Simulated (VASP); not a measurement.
# InAs (I-4m2) in VASP: a series of runs

The runs below take InAs through single point, with r2SCAN.

Program: VASP 6.6.1. These are calculated values, not measurements. Logs are shortened: lines on timing, memory, paths and dates and some standing lists are left out, and cuts for length are marked.

**1. The cell of the first run**

Symmetry: I-4m2, No. 119, tetragonal system. Conventional cell: a = 4.694 Å, b = 4.694 Å, c = 5.177 Å, α = 90.00°, β = 90.00°, γ = 90.00°. In (site symmetry -4m2) has 4 As at 2.68 Å within 3.5 Å. Within 3.5 Å of As (site symmetry -4m2) lie 4 In at 2.68 Å.

**2. Single point, r2SCAN**

Input file POSCAR:

```
InAs
1.0
    0.0000000000      3.3188821238      2.5887280566
    3.3188821238      0.0000000000      2.5887280566
    3.3188821238      3.3188821238      0.0000000000
In As
1 1
Direct
    0.0000000000      0.0000000000      0.0000000000
    0.7500000000      0.7500000000      0.7500000000
```

Input file INCAR.step1:

```
ALGO = Normal
EDIFF = 1E-4
ENCUT = 520
GGA = PE
ISMEAR = 0
LASPH = T
LCHARG = F
LREAL = F
LWAVE = T
NBANDS = 16
NELM = 100
PREC = Accurate
SIGMA = 0.03
```

Input file INCAR.step2:

```
ALGO = Normal
EDIFF = 1E-6
ENCUT = 520
ISIF = 2
ISMEAR = 0
ISTART = 1
LASPH = T
LCHARG = F
LMIXTAU = T
LREAL = F
LWAVE = F
METAGGA = R2SCAN
NBANDS = 16
NELM = 100
PREC = Accurate
SIGMA = 0.03
```

Input file KPOINTS:

```
k-points
0
Gamma
  10 10 10
```

Potentials or basis: VASP PAW PBE potentials, release 64 (In_d, As).

On the command line:

```console
$ cat potpaw_PBE.64/In_d/POTCAR potpaw_PBE.64/As/POTCAR > POTCAR
$ cp INCAR.step1 INCAR
$ mpirun -np 1 vasp_std > vasp.out
$ cp INCAR.step2 INCAR
$ mpirun -np 1 vasp_std > vasp.out
```

OUTCAR:

```text
EDIFF = 1E-6
   ENCUT = 520
   ISIF = 2
   ISMEAR = 0
   ISTART = 1
   LASPH = T
   LREAL = F
   METAGGA = R2SCAN
   NELM = 100
   PREC = Accurate

 ion  position               nearest neighbor table
   1  0.000  0.000  0.000-   2 2.68   2 2.68   2 2.68   2 2.68
   2  0.750  0.750  0.750-   1 2.68   1 2.68   1 2.68   1 2.68

  LATTYP: Found a body centered tetragonal cell.
 ALAT       =     4.6936081114
 C/A-ratio  =     1.1030865787

  Lattice vectors:

 A1 = (   0.0000000000,  -3.3188821238,  -2.5887280566)
 A2 = (   0.0000000000,   3.3188821238,  -2.5887280566)
 A3 = (   3.3188821238,   0.0000000000,   2.5887280566)

Analysis of symmetry for initial positions (statically):
=====================================================================
 Subroutine PRICEL returns:
 Original cell was already a primitive cell.

 Routine SETGRP: Setting up the symmetry group for a
 body centered tetragonal supercell.

 Subroutine GETGRP returns: Found  8 space group operations
 (whereof  8 operations were pure point group operations)
 out of a pool of 16 trial point group operations.

The static configuration has the point symmetry D_2d.

Analysis of symmetry for dynamics (positions and initial velocities):
=====================================================================
 Subroutine PRICEL returns:
 Original cell was already a primitive cell.

 Routine SETGRP: Setting up the symmetry group for a
 body centered tetragonal supercell.

 Subroutine GETGRP returns: Found  8 space group operations
 (whereof  8 operations were pure point group operations)
 out of a pool of 16 trial point group operations.

The dynamic configuration has the point symmetry D_2d.

 Subroutine INISYM returns: Found  8 space group operations
 (whereof  8 operations are pure point group operations),
 and found     1 'primitive' translations

----------------------------------------------------------------------------------------

                                     Primitive cell

  volume of cell :      57.0296

  direct lattice vectors                    reciprocal lattice vectors
     0.000000000  3.318882124  2.588728057    -0.150653136  0.150653136  0.193145046
     3.318882124  0.000000000  2.588728057     0.150653136 -0.150653136  0.193145046
     3.318882124  3.318882124  0.000000000     0.150653136  0.150653136 -0.193145046

  length of vectors
     4.209096281  4.209096281  4.693608111     0.287572154  0.287572154  0.287572154

  position of ions in fractional coordinates (direct lattice)
     0.000000000  0.000000000  0.000000000
     0.750000000  0.750000000  0.750000000

  ion indices of the primitive-cell ions
   primitive index   ion index
                 1           1
                 2           2

----------------------------------------------------------------------------------------

 KPOINTS: k-points

Automatic generation of k-mesh.
 Grid dimensions read from file:
 generate k-points for:   10   10   10

 Generating k-lattice:

  Cartesian coordinates                     Fractional coordinates (reciprocal lattice)
    -0.015065314  0.015065314  0.019314505     0.100000000  0.000000000  0.000000000
     0.015065314 -0.015065314  0.019314505     0.000000000  0.100000000  0.000000000
     0.015065314  0.015065314 -0.019314505     0.000000000  0.000000000  0.100000000

  Length of vectors
     0.028757215  0.028757215  0.028757215

  Shift w.r.t. Gamma in fractional coordinates (k-lattice)
     0.000000000  0.000000000  0.000000000

 Subroutine IBZKPT returns following result:
 ===========================================

 Found    102 irreducible k-points:

 Following reciprocal coordinates:
            Coordinates               Weight
  0.000000  0.000000  0.000000      1.000000
  0.100000  0.000000  0.000000      8.000000
  0.200000  0.000000  0.000000      8.000000
  0.300000  0.000000  0.000000      8.000000
  0.400000  0.000000  0.000000      8.000000
  0.500000  0.000000  0.000000      4.000000
[... 16 lines left out ...]
  0.300000  0.300000  0.000000      2.000000
  0.400000  0.300000  0.000000      8.000000
 [... further k-points ...]
   k-points           NKPTS =    102   k-points in BZ     NKDIM =    102   number of bands    NBANDS=     16
   number of dos      NEDOS =    301   number of ions     NIONS =      2
   total plane-waves  NPLWV =  36864
   dimension x,y,z NGX =    32 NGY =   32 NGZ =   36
   dimension x,y,z NGXF=    64 NGYF=   64 NGZF=   72
   ions per type =               1   1
   NGX,Y,Z   is equivalent  to a cutoff of  12.64, 12.64, 12.75 a.u.
   NGXF,Y,Z  is equivalent  to a cutoff of  25.28, 25.28, 25.50 a.u.
 SYSTEM =  unknown system
   PREC   = accura    normal or accurate (medium, high low for compatibility)
   ISTART =      1    job   : 0-new  1-cont  2-samecut
   ICHARG =      0    charge: 1-file 2-atom 10-const
   ISPIN  =      1    spin polarized calculation?
   LNONCOLLINEAR =      F non collinear calculations
   LSORBIT =      F    spin-orbit coupling
   LASPH  =      T    aspherical Exc in radial PAW
   ENCUT  =  520.0 eV  38.22 Ry    6.18 a.u.   7.83  7.83  8.73*2*pi/ulx,y,z
   NELM   =    100;   NELMIN=  2; NELMDL=  0     # of ELM steps
   EDIFF  = 0.1E-05   stopping-criterion for ELM
   LREAL  =      F    real-space projection
   EDIFFG = 0.1E-04   stopping-criterion for IOM
   NSW    =      0    number of steps for IOM
   IBRION =     -1    ionic relax: 0-MD 1-quasi-New 2-CG
   NFREE  =      0    steps in history (QN), initial steepest desc. (CG)
   ISIF   =      2    stress and relaxation
   ISYM   =      2    0-nonsym 1-usesym 2-fastsym
   POTIM  = 0.5000    time-step for ionic-motion
   TEBEG  =    0.0;   TEEND  =   0.0 temperature during run
   PSTRESS=    0.0 pullay stress
   NELECT =      18.0000    total number of electrons
   NUPDOWN=      -1.0000    fix difference up-down
   EMIN   =  10.00;   EMAX   =-10.00  energy-range for DOS
   EFERMI =   0.00;   METHOD = LEGACY
   ISMEAR =     0;   SIGMA  =   0.03  broadening in eV -4-tet -1-fermi 0-gaus
   EFERMI_NEDOS =   21; number of points for ismear=-14 and -15
   IALGO  =     38    algorithm
   IMIX   =      4    mixing-type and parameters
     AMIX     =   0.40;   BMIX     =  1.00
     AMIX_MAG =   1.60;   BMIX_MAG =  1.00
  volume/ion in A,a.u.               =      28.51       192.43
  Fermi-wavevector in a.u.,A,eV,Ry     =   1.114634  2.106353 16.904002  1.242409
  Thomas-Fermi vector in A             =   2.251231
   LORBIT       =      0    0 simple, 1 ext, 2 COOP (PROOUT), +10 PAW based schemes
   METAGGA = R2SCAN    functional components
   LHFCALC =     F    Hartree Fock is set to
   AEXX    =    0.0000 exact exchange contribution
   IVDW    =     0    specifies the selected vdW correction
   LEPSILON=     F    determine dielectric tensor
   LRPA    =     F    only Hartree local field effects (RPA)
 non-spin polarized calculation
 Gauss-broadening in eV      SIGMA  =   0.03
  energy-cutoff  :      520.00
  volume of cell :       57.03
 maximum number of plane-waves:      1556
   NGX = 15   NGY = 15   NGZ = 17

 number of electron      18.0000002 magnetization

 Free energy of the ion-electron system (eV)
  ---------------------------------------------------
  ext. energy  EPLUGINS =         0.00000000
  ---------------------------------------------------
  free energy    TOTEN  =       -37.86430797 eV

  energy without entropy =      -37.86430797  energy(sigma->0) =      -37.86430797

 E-fermi :   4.3519     XC(G=0):  -9.5557

 val. band max:        4.2172904070   @ k =   0.1000   0.0000   0.1000
 cond. band min:       4.4847326416   @ k =   0.0000   0.0000   0.0000
 fundamental gap:      0.2674422346
 Fermi energy:         4.3518764914

 k-point     1 :       0.0000    0.0000    0.0000
  band No.  band energies     occupation
      1     -10.8706      2.00000
      2     -10.8706      2.00000
      3     -10.8026      2.00000
      4     -10.7829      2.00000
      5     -10.7150      2.00000
      6      -7.9963      2.00000
[... 8 lines left out ...]
     15      12.1771      0.00000
     16      13.7109      0.00000

 k-point     2 :       0.1000    0.0000    0.0000
  band No.  band energies     occupation
      1     -10.8756      2.00000
      2     -10.8673      2.00000
      3     -10.8080      2.00000
      4     -10.7809      2.00000
      5     -10.7133      2.00000
      6      -7.8953      2.00000
[... 8 lines left out ...]
     15      12.3779      0.00000
     16      13.2430      0.00000

 k-point     3 :       0.2000    0.0000    0.0000
  band No.  band energies     occupation
      1     -10.8944      2.00000
      2     -10.8594      2.00000
      3     -10.8123      2.00000
      4     -10.7788      2.00000
      5     -10.7079      2.00000
      6      -7.6084      2.00000
[... 8 lines left out ...]
     15      12.3851      0.00000
     16      14.3914      0.00000

 k-point     4 :       0.3000    0.0000    0.0000
  band No.  band energies     occupation
      1     -10.9231      2.00000
      2     -10.8515      2.00000
      3     -10.8098      2.00000
      4     -10.7773      2.00000
      5     -10.6991      2.00000
      6      -7.1919      2.00000
[... 8 lines left out ...]
     15      13.5009      0.00000
     16      15.1217      0.00000

 k-point     5 :       0.4000    0.0000    0.0000
  band No.  band energies     occupation
      1     -10.9474      2.00000
      2     -10.8466      2.00000
      3     -10.8061      2.00000
      4     -10.7757      2.00000
      5     -10.6903      2.00000
      6      -6.7740      2.00000
[... 8 lines left out ...]
     15      14.7165      0.00000
     16      15.1159      0.00000

 k-point     6 :       0.5000    0.0000    0.0000
  band No.  band energies     occupation
      1     -10.9567      2.00000
      2     -10.8451      2.00000
      3     -10.8047      2.00000
      4     -10.7749      2.00000
      5     -10.6865      2.00000
      6      -6.5835      2.00000
[... 8 lines left out ...]
     15      14.0773      0.00000
     16      16.5532      0.00000

 k-point     7 :       0.1000    0.1000    0.0000
  band No.  band energies     occupation
      1     -10.8642      2.00000
      2     -10.8641      2.00000
      3     -10.8310      2.00000
      4     -10.7824      2.00000
      5     -10.7105      2.00000
      6      -7.8219      2.00000
[... 8 lines left out ...]
     15      13.0010      0.00000
     16      14.4649      0.00000

 k-point     8 :       0.2000    0.1000    0.0000
  band No.  band energies     occupation
      1     -10.8799      2.00000
      2     -10.8559      2.00000
      3     -10.8378      2.00000
      4     -10.7841      2.00000
      5     -10.7045      2.00000
      6      -7.5626      2.00000
[... 8 lines left out ...]
     15      13.4294      0.00000
     16      14.8064      0.00000

 k-point     9 :       0.3000    0.1000    0.0000
  band No.  band energies     occupation
      1     -10.9169      2.00000
      2     -10.8472      2.00000
      3     -10.8247      2.00000
      4     -10.7852      2.00000
      5     -10.6960      2.00000
      6      -7.1671      2.00000
[... 8 lines left out ...]
     15      13.7670      0.00000
     16      14.3598      0.00000
[... 172 lines left out ...]
 k-point    19 :       0.5000    0.2000    0.0000
  band No.  band energies     occupation
      1     -10.9710      2.00000
      2     -10.8249      2.00000
      3     -10.8097      2.00000
      4     -10.7924      2.00000
      5     -10.6824      2.00000
      6      -6.3144      2.00000
[... 8 lines left out ...]
     15      16.0293      0.00000
     16      16.3286      0.00000

 k-point    20 :      -0.4000    0.2000    0.0000
  band No.  band energies     occupation
      1     -10.9663      2.00000
      2     -10.8265      2.00000
      3     -10.8072      2.00000
      4     -10.7847      2.00000
      5     -10.6880      2.00000
      6      -6.3876      2.00000
[... 8 lines left out ...]
     15      14.2647      0.00000
     16      15.9144      0.00000

 k-point    21 :      -0.3000    0.2000    0.0000
  band No.  band energies     occupation
      1     -10.9495      2.00000
      2     -10.8330      2.00000
      3     -10.8057      2.00000
      4     -10.7772      2.00000
      5     -10.6974      2.00000
      6      -6.7390      2.00000
[... 8 lines left out ...]
     15      12.6778      0.00000
     16      14.7581      0.00000

 k-point    22 :      -0.2000    0.2000    0.0000
  band No.  band energies     occupation
      1     -10.9291      2.00000
      2     -10.8437      2.00000
      3     -10.8034      2.00000
      4     -10.7726      2.00000
      5     -10.7051      2.00000
      6      -7.1494      2.00000
[... 8 lines left out ...]
     15      13.1754      0.00000
     16      13.9403      0.00000

 k-point    23 :       0.3000    0.3000    0.0000
  band No.  band energies     occupation
      1     -10.9590      2.00000
      2     -10.8220      2.00000
      3     -10.8220      2.00000
      4     -10.8032      2.00000
      5     -10.6841      2.00000
      6      -6.6519      2.00000
[... 8 lines left out ...]
     15      13.7839      0.00000
     16      16.9957      0.00000

 k-point    24 :       0.4000    0.3000    0.0000
  band No.  band energies     occupation
      1     -10.9840      2.00000
      2     -10.8123      2.00000
      3     -10.8120      2.00000
      4     -10.8070      2.00000
      5     -10.6781      2.00000
      6      -6.2896      2.00000
[... 8 lines left out ...]
     15      14.8063      0.00000
     16      17.2133      0.00000

 [... further k-points ...]

------------------------ aborting loop because EDIFF is reached ----------------------------------------

  FORCE on cell =-STRESS in cart. coord.  units (eV):
  Direction    XX          YY          ZZ          XY          YZ          ZX
  --------------------------------------------------------------------------------------
  -------------------------------------------------------------------------------------
  Total       -1.1214271     -1.1214271      0.9062719      0.0000000      0.0000000      0.0000000
  in kB      -31.5051495    -31.5051495     25.4606216      0.0000000      0.0000000      0.0000000
  external PRESSURE =     -12.5165592 kB  Pullay stress =       0.0000000 kB

 VOLUME and BASIS-vectors are now :
 -----------------------------------------------------------------------------
  energy-cutoff  :      520.00
  volume of cell :       57.03
      direct lattice vectors                 reciprocal lattice vectors
     0.000000000  3.318882124  2.588728057    -0.150653136  0.150653136  0.193145046
     3.318882124  0.000000000  2.588728057     0.150653136 -0.150653136  0.193145046
     3.318882124  3.318882124  0.000000000     0.150653136  0.150653136 -0.193145046

 POSITION                                       TOTAL-FORCE (eV/Angst)
 -----------------------------------------------------------------------------------
      0.00000      0.00000      0.00000        -0.000000     -0.000000      0.000000
      4.97832      4.97832      3.88309         0.000000      0.000000     -0.000000
 -----------------------------------------------------------------------------------
    total drift:                                0.000011      0.000011      0.000005

  FREE ENERGIE OF THE ION-ELECTRON SYSTEM (eV)
  ---------------------------------------------------
  free  energy   TOTEN  =       -37.8643079685 eV

  energy  without entropy=      -37.8643079685  energy(sigma->0) =      -37.86430797
```

Wall time 3.3 min (1 thread of AMD EPYC 9R45 (Zen 5), shared host); peak memory 0.24 GiB.

What came out:

- Free energy: -37.8643 eV
- Pressure: -1.3 GPa
- Band gap on the k mesh: 0.27 eV (least direct gap 0.71 eV)

Stress tensor (GPa, compression positive):
```
-3.15  0.00  0.00
 0.00 -3.15  0.00
 0.00  0.00  2.55
```

Caveat: the stress differs along the axes, from -3 to 3 GPa; semilocal functionals underestimate gaps, and a narrow one can read as zero; the PAW data sets were made with another functional, which shifts forces and pressure a little; spin-orbit coupling is left out, which moves the levels of the heavy elements. A k mesh can miss the band edges.

(Continued in part 2 of 2.)

The gap in the log of VASP goes by the Fermi energy; the results here count the filled bands.